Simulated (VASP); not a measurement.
# ZnCd2N2 (C2/m) in VASP: notebook

The runs below take ZnCd2N2 through single point, with PBE+D3(BJ).

Program: VASP 6.6.1. These are calculated values, not measurements. Logs are shortened: lines on timing, memory, paths and dates and some standing lists are left out, and cuts for length are marked.

## (1) The cell of the first run

The structure is monoclinic, space group C2/m (No. 12). Conventional cell: a = 6.567 Å, b = 3.807 Å, c = 6.677 Å, α = 90.00°, β = 109.20°, γ = 90.00°. Zn (site symmetry 2/m) has 2 N at 1.79 Å within 2.4 Å. Within 3.1 Å of Cd (site symmetry m) lie 4 N at 2.21 to 2.45 Å and 3 Zn at 3.01 Å and 3 Cd at 3.09 Å. N (site symmetry m) has 1 Zn at 1.79 Å and 4 Cd at 2.21 to 2.45 Å within 2.5 Å.

## (2) Single point, PBE+D3(BJ)

The input, INCAR:

```
PREC = Accurate
ENCUT = 520
EDIFF = 1E-6
ISMEAR = -1
SIGMA = 0.05
LREAL = False
LASPH = True
NELM = 100
ALGO = Normal
ISIF = 2
LWAVE = False
LCHARG = True
GGA = PE
IVDW = 12
LELF = True
LVHAR = True
NBANDS = 31
```

The input, KPOINTS:

```
regular mesh
0
Gamma
  6 6 3
```

The input, POSCAR:

```
ZnCd2N2
1.0
    3.2833011307     -1.9034430120      0.0000000000
    3.2833011307      1.9034430120      0.0000000000
   -2.1960731895      0.0000000000      6.3057077198
Zn Cd N
1 2 2
Direct
    0.5000000000      0.5000000000      0.5000000000
    0.2750600000      0.2750600000      0.8274200000
    0.7249400000      0.7249400000      0.1725800000
    0.4051300000      0.4051300000      0.2156900000
    0.5948700000      0.5948700000      0.7843100000
```

Potentials or basis: VASP PAW PBE potentials, release 64 (Zn, Cd, N).

Run with:

```
$ cat potpaw_PBE.64/Zn/POTCAR potpaw_PBE.64/Cd/POTCAR potpaw_PBE.64/N/POTCAR > POTCAR
$ mpirun -np 1 vasp_std > vasp.out
```

OUTCAR:

```text
PREC = Accurate
   ENCUT = 520
   EDIFF = 1E-6
   ISMEAR = -1
   LREAL = False
   LASPH = True
   NELM = 100
   ISIF = 2
   GGA = PE
   IVDW = 12
 IVDW          = 12

 ion  position               nearest neighbor table
   1  0.500  0.500  0.500-   4 1.79   5 1.79   3 3.01   3 3.01   2 3.01   2 3.01   3 3.01   2 3.01

   2  0.275  0.275  0.827-   5 2.21   5 2.21   5 2.21   4 2.45   1 3.01   1 3.01   1 3.01   3 3.09
                             3 3.09   3 3.09
   3  0.725  0.725  0.173-   4 2.21   4 2.21   4 2.21   5 2.45   1 3.01   1 3.01   1 3.01   2 3.09
                             2 3.09   2 3.09
   4  0.405  0.405  0.216-   1 1.79   3 2.21   3 2.21   3 2.21   2 2.45
   5  0.595  0.595  0.784-   1 1.79   2 2.21   2 2.21   2 2.21   3 2.45

  LATTYP: Found a base centered monoclinic cell.
 ALAT       =     6.5666022614
 B/A-ratio  =     0.5797345221
 C/A-ratio  =     1.0168388964
 COS(beta)  =    -0.3288924829

  Lattice vectors:

 A1 = (   3.2833011307,  -1.9034430120,   0.0000000000)
 A2 = (   3.2833011307,   1.9034430120,   0.0000000000)
 A3 = (  -2.1960731895,   0.0000000000,   6.3057077198)

Analysis of symmetry for initial positions (statically):
=====================================================================
 Subroutine PRICEL returns:
 Original cell was already a primitive cell.

 Routine SETGRP: Setting up the symmetry group for a
 base centered monoclinic supercell.

 Subroutine GETGRP returns: Found  4 space group operations
 (whereof  4 operations were pure point group operations)
 out of a pool of  4 trial point group operations.

The static configuration has the point symmetry C_2h.

Analysis of symmetry for dynamics (positions and initial velocities):
=====================================================================
 Subroutine PRICEL returns:
 Original cell was already a primitive cell.

 Routine SETGRP: Setting up the symmetry group for a
 base centered monoclinic supercell.

 Subroutine GETGRP returns: Found  4 space group operations
 (whereof  4 operations were pure point group operations)
 out of a pool of  4 trial point group operations.

The dynamic configuration has the point symmetry C_2h.

 Subroutine INISYM returns: Found  4 space group operations
 (whereof  4 operations are pure point group operations),
 and found     1 'primitive' translations

----------------------------------------------------------------------------------------

                                     Primitive cell

  volume of cell :      78.8160

  direct lattice vectors                    reciprocal lattice vectors
     3.283301131 -1.903443012  0.000000000     0.152285758 -0.262681886  0.053036183
     3.283301131  1.903443012  0.000000000     0.152285758  0.262681886  0.053036183
    -2.196073189  0.000000000  6.305707720     0.000000000  0.000000000  0.158586481

  length of vectors
     3.795149749  3.795149749  6.677176597     0.308229722  0.308229722  0.158586481

  position of ions in fractional coordinates (direct lattice)
     0.500000000  0.500000000  0.500000000
     0.275060000  0.275060000  0.827420000
     0.724940000  0.724940000  0.172580000
     0.405130000  0.405130000  0.215690000
     0.594870000  0.594870000  0.784310000

  ion indices of the primitive-cell ions
   primitive index   ion index
                 1           1
                 2           2
                 3           3
                 4           4
                 5           5

----------------------------------------------------------------------------------------

 KPOINTS: regular mesh

Automatic generation of k-mesh.
 Grid dimensions read from file:
 generate k-points for:    6    6    3

 Generating k-lattice:

  Cartesian coordinates                     Fractional coordinates (reciprocal lattice)
     0.025380960 -0.043780314  0.008839364     0.166666667  0.000000000 -0.000000000
     0.025380960  0.043780314  0.008839364     0.000000000  0.166666667 -0.000000000
     0.000000000  0.000000000  0.052862160     0.000000000  0.000000000  0.333333333

  Length of vectors
     0.051371620  0.051371620  0.052862160

  Shift w.r.t. Gamma in fractional coordinates (k-lattice)
     0.000000000  0.000000000  0.000000000

 Subroutine IBZKPT returns following result:
 ===========================================

 Found     34 irreducible k-points:

 Following reciprocal coordinates:
            Coordinates               Weight
  0.000000  0.000000  0.000000      1.000000
  0.166667  0.000000  0.000000      4.000000
  0.333333  0.000000 -0.000000      4.000000
  0.500000  0.000000  0.000000      2.000000
  0.166667  0.166667 -0.000000      2.000000
  0.333333  0.166667  0.000000      4.000000
[... 16 lines left out ...]
 -0.333333  0.166667  0.333333      4.000000
 -0.166667  0.166667  0.333333      4.000000
 [... further k-points ...]
   k-points           NKPTS =     34   k-points in BZ     NKDIM =     34   number of bands    NBANDS=     31
   number of dos      NEDOS =    301   number of ions     NIONS =      5
   total plane-waves  NPLWV =  39200
   dimension x,y,z NGX =    28 NGY =   28 NGZ =   50
   dimension x,y,z NGXF=    56 NGYF=   56 NGZF=  100
   ions per type =               1   2   2
   NGX,Y,Z   is equivalent  to a cutoff of  12.27, 12.27, 12.45 a.u.
   NGXF,Y,Z  is equivalent  to a cutoff of  24.53, 24.53, 24.90 a.u.
 SYSTEM =  unknown system
   PREC   = accura    normal or accurate (medium, high low for compatibility)
   ISTART =      0    job   : 0-new  1-cont  2-samecut
   ICHARG =      2    charge: 1-file 2-atom 10-const
   ISPIN  =      1    spin polarized calculation?
   LNONCOLLINEAR =      F non collinear calculations
   LSORBIT =      F    spin-orbit coupling
   LASPH  =      T    aspherical Exc in radial PAW
   ENCUT  =  520.0 eV  38.22 Ry    6.18 a.u.   7.06  7.06 12.42*2*pi/ulx,y,z
   NELM   =    100;   NELMIN=  2; NELMDL= -5     # of ELM steps
   EDIFF  = 0.1E-05   stopping-criterion for ELM
   LREAL  =      F    real-space projection
   EDIFFG = 0.1E-04   stopping-criterion for IOM
   NSW    =      0    number of steps for IOM
   IBRION =     -1    ionic relax: 0-MD 1-quasi-New 2-CG
   NFREE  =      0    steps in history (QN), initial steepest desc. (CG)
   ISIF   =      2    stress and relaxation
   ISYM   =      2    0-nonsym 1-usesym 2-fastsym
   POTIM  = 0.5000    time-step for ionic-motion
   TEBEG  =    0.0;   TEEND  =   0.0 temperature during run
   PSTRESS=    0.0 pullay stress
   NELECT =      46.0000    total number of electrons
   NUPDOWN=      -1.0000    fix difference up-down
   EMIN   =  10.00;   EMAX   =-10.00  energy-range for DOS
   EFERMI =   0.00;   METHOD = LEGACY
   ISMEAR =    -1;   SIGMA  =   0.05  broadening in eV -4-tet -1-fermi 0-gaus
   EFERMI_NEDOS =   21; number of points for ismear=-14 and -15
   IALGO  =     38    algorithm
   IMIX   =      4    mixing-type and parameters
     AMIX     =   0.40;   BMIX     =  1.00
     AMIX_MAG =   1.60;   BMIX_MAG =  1.00
  volume/ion in A,a.u.               =      15.76       106.38
  Fermi-wavevector in a.u.,A,eV,Ry     =   1.368115  2.585363 25.466554  1.871739
  Thomas-Fermi vector in A             =   2.494108
   LORBIT       =      0    0 simple, 1 ext, 2 COOP (PROOUT), +10 PAW based schemes
   GGA     = PE    functional components
   LHFCALC =     F    Hartree Fock is set to
   AEXX    =    0.0000 exact exchange contribution
   IVDW    =    12    specifies the selected vdW correction
   LEPSILON=     F    determine dielectric tensor
   LRPA    =     F    only Hartree local field effects (RPA)
 non-spin polarized calculation
  energy-cutoff  :      520.00
  volume of cell :       78.82
 maximum number of plane-waves:      2137
   NGX = 15   NGY = 15   NGZ = 25

 number of electron      46.0000016 magnetization

 Free energy of the ion-electron system (eV)
  ---------------------------------------------------
  ext. energy  EPLUGINS =         0.00000000
  ---------------------------------------------------
  free energy    TOTEN  =       -17.03043995 eV

  energy without entropy =      -17.02830126  energy(sigma->0) =      -17.02937060

 E-fermi :   2.3469     XC(G=0): -10.5686

 val. band max:        2.3013190079   @ k =   0.0000   0.0000   0.3333
 cond. band min:       2.8730808286   @ k =   0.0000   0.0000   0.3333
 fundamental gap:      0.5717618207
 Fermi energy:         2.3469294478

 k-point     1 :       0.0000    0.0000    0.0000
  band No.  band energies     occupation
      1     -12.7640      2.00000
      2     -11.9046      2.00000
      3      -6.2165      2.00000
      4      -6.2145      2.00000
      5      -6.2106      2.00000
      6      -6.2038      2.00000
[... 23 lines left out ...]
     30      10.7745      0.00000
     31      10.8034      0.00000

 k-point     2 :       0.1667    0.0000    0.0000
  band No.  band energies     occupation
      1     -12.6626      2.00000
      2     -11.8460      2.00000
      3      -6.2374      2.00000
      4      -6.1113      2.00000
      5      -6.0922      2.00000
      6      -6.0651      2.00000
[... 23 lines left out ...]
     30      10.4479      0.00000
     31      11.1612      0.00000

 k-point     3 :       0.3333    0.0000   -0.0000
  band No.  band energies     occupation
      1     -12.4585      2.00000
      2     -11.7323      2.00000
      3      -6.2053      2.00000
      4      -6.0237      2.00000
      5      -5.9410      2.00000
      6      -5.8910      2.00000
[... 23 lines left out ...]
     30       9.7016      0.00000
     31      10.1781      0.00000

 k-point     4 :       0.5000    0.0000    0.0000
  band No.  band energies     occupation
      1     -12.3563      2.00000
      2     -11.6777      2.00000
      3      -6.2698      2.00000
      4      -6.0656      2.00000
      5      -5.8915      2.00000
      6      -5.7727      2.00000
[... 635 lines left out ...]
     30      10.4091      0.00000
     31      10.9776      0.00000

 k-point    23 :      -0.3333    0.1667    0.3333
  band No.  band energies     occupation
      1     -12.3053      2.00000
      2     -11.7416      2.00000
      3      -6.3551      2.00000
      4      -5.9379      2.00000
      5      -5.8925      2.00000
      6      -5.8580      2.00000
[... 23 lines left out ...]
     30      10.3211      0.00000
     31      11.3417      0.00000

 k-point    24 :      -0.1667    0.1667    0.3333
  band No.  band energies     occupation
      1     -12.4104      2.00000
      2     -11.8802      2.00000
      3      -6.3255      2.00000
      4      -6.1622      2.00000
      5      -6.0185      2.00000
      6      -5.9042      2.00000
[... 23 lines left out ...]
     30      10.1219      0.00000
     31      10.8034      0.00000

 [... further k-points ...]

------------------------ aborting loop because EDIFF is reached ----------------------------------------

 Edisp (eV)   -1.43346

 E8    (eV) :    -0.5782

  FORCE on cell =-STRESS in cart. coord.  units (eV):
  Direction    XX          YY          ZZ          XY          YZ          ZX
  --------------------------------------------------------------------------------------
  -------------------------------------------------------------------------------------
  Total       3.58222     3.58684     5.50223     0.00000     0.00000    -0.00503
  in kB      72.81972    72.91364   111.84972     0.00000     0.00000    -0.10228
  external pressure =       85.86 kB  Pullay stress =        0.00 kB

 VOLUME and BASIS-vectors are now :
 -----------------------------------------------------------------------------
  energy-cutoff  :      520.00
  volume of cell :       78.82
      direct lattice vectors                 reciprocal lattice vectors
     3.283301131 -1.903443012  0.000000000     0.152285758 -0.262681886  0.053036183
     3.283301131  1.903443012  0.000000000     0.152285758  0.262681886  0.053036183
    -2.196073189  0.000000000  6.305707720     0.000000000  0.000000000  0.158586481

 POSITION                                       TOTAL-FORCE (eV/Angst)
 -----------------------------------------------------------------------------------
      2.18526      0.00000      3.15285         0.000000      0.000000      0.000000
     -0.01087      0.00000      5.21747         0.004797      0.000000     -0.103646
      4.38139      0.00000      1.08824        -0.004797      0.000000      0.103646
      2.18666      0.00000      1.36008         0.007592      0.000000     -0.634272
      2.18387      0.00000      4.94563        -0.007592      0.000000      0.634272
 -----------------------------------------------------------------------------------
    total drift:                                0.000000      0.000000     -0.000000

  FREE ENERGIE OF THE ION-ELECTRON SYSTEM (eV)
  ---------------------------------------------------
  free  energy   TOTEN  =       -18.4639039576 eV

  energy  without entropy=      -18.4617652736  energy(sigma->0) =      -18.46283462
```

Wall time 2.3 min (1 thread of Intel Xeon Platinum 8259CL at 2.50GHz (Skylake/Cascade Lake), shared host); peak memory 0.24 GiB.

Results:

| Property | Result |
| --- | --- |
| Free energy | -18.4639 eV |
| Pressure | 8.6 GPa |
| Largest force | 0.634 eV/Å |
| Band gap on the k mesh | zero (bands 23 and 24 overlap by 0.35 eV) |
| Dispersion energy per atom | -0.287 eV |

Forces on the atoms (eV/Å):
```
Zn   0.000  0.000  0.000
Cd   0.005  0.000 -0.104
Cd  -0.005  0.000  0.104
N    0.008  0.000 -0.634
N   -0.008  0.000  0.634
```

Caveat: the cell stands under pressure; semilocal functionals underestimate gaps, and a narrow one can read as zero.

## (3) Single point, PBE+D3(BJ)

This run uses another cell than the first one, of 16.20 Å³/atom.

The input, INCAR:

```
PREC = Accurate
ENCUT = 520
EDIFF = 1E-6
ISMEAR = -1
SIGMA = 0.05
LREAL = False
LASPH = True
NELM = 80
ALGO = Normal
ISIF = 2
LWAVE = False
LCHARG = False
GGA = PE
IVDW = 12
NBANDS = 31
```

KPOINTS is that of step 2.

POSCAR, as its differences from that of step 2:

```diff
@@ -2,5 +2,5 @@
 1.0
-    3.2833011307     -1.9034430120      0.0000000000
-    3.2833011307      1.9034430120      0.0000000000
-   -2.1960731895      0.0000000000      6.3057077198
+    3.3134248420     -1.9209067674      0.0000000000
+    3.3134248420      1.9209067674      0.0000000000
+   -2.2162217755      0.0000000000      6.3635614810
 Zn Cd N
```

Potentials or basis: VASP PAW PBE potentials, release 64 (Zn, Cd, N).

Run with:

```
$ cat potpaw_PBE.64/Zn/POTCAR potpaw_PBE.64/Cd/POTCAR potpaw_PBE.64/N/POTCAR > POTCAR
$ mpirun -np 1 vasp_std > vasp.out
```

Run time: 2.2 min. Hardware: 1 thread of Intel Xeon Platinum 8259CL at 2.50GHz (Skylake/Cascade Lake), shared host; peak memory 0.24 GiB.

The run converged. Its results:

- Free energy: -18.5577 eV
- Pressure: 5.2 GPa
- Largest force: 0.447 eV/Å
- Band gap on the k mesh: zero (bands 23 and 24 overlap by 0.34 eV)
- Dispersion energy per atom: -0.279 eV

Forces on the atoms (eV/Å):
```
Zn   0.000  0.000  0.000
Cd   0.006  0.000 -0.074
Cd  -0.006  0.000  0.074
N    0.008  0.000 -0.447
N   -0.008  0.000  0.447
```

Stress tensor (GPa, compression positive):
```
 4.26  0.00 -0.01
 0.00  4.23  0.00
-0.01  0.00  6.97
```

Levels at points of the mesh, in eV from the Fermi level:
| k point | band 19 | band 20 | band 21 | band 22 | band 23 | band 24 | band 25 | band 26 | band 27 | band 28 |
| --- | --- | --- | --- | --- | --- | --- | --- | --- | --- | --- |
| (0.00, 0.00, 0.00) | -1.62 | -0.79 | -0.57 | -0.55 | -0.42 | -0.39 | 2.09 | 4.96 | 8.05 | 8.19 |
| (0.50, 0.00, 0.00) | -3.77 | -3.06 | -1.88 | -1.86 | -1.75 | 1.82 | 2.39 | 4.71 | 5.76 | 6.43 |
| (0.50, 0.50, 0.00) | -4.14 | -2.94 | -2.57 | -2.38 | -1.10 | 2.10 | 2.79 | 4.17 | 5.49 | 6.04 |

Caveat: the cell stands under pressure; semilocal functionals underestimate gaps, and a narrow one can read as zero.

The gap in the log of VASP goes by the Fermi energy; the results here count the filled bands.